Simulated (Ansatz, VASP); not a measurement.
# GaP in VASP and in Ansatz

```
Ga P
1.0
     0.00000    2.67075    2.72525
     2.67075    0.00000    2.72525
     2.67075    2.67075    0.00000
Ga P
1 1
Direct
  0.00000 0.00000 0.00000
  0.75000 0.75000 0.75000
```

Change from the starting cell: equal xx and yy strain of -2 %.

Alike in both runs: task single point; functional LDA; k mesh 10 × 10 × 10; occupations fermi-dirac, width 0.05 eV; no spin polarisation.

|  | VASP | Ansatz |
| --- | --- | --- |
| version | VASP 6.6.1 | Ansatz 0.2.0 |
| potentials or method | VASP PAW LDA potentials, release 64 (Ga_d, P), cutoff 520 eV | all-electron LAPW, scalar-relativistic |

```csv
,VASP,Ansatz,Ansatz less VASP
pressure (GPa),0.8,0.7,-0.11
"traceless stress, the component that is largest in VASP (GPa)",-1.10,-1.10,-0.002
```

LDA's correlation is that of Perdew and Zunger in VASP and of Perdew and Wang (1992) in Ansatz. Ansatz ran all-electron here, and VASP with PAW potentials.
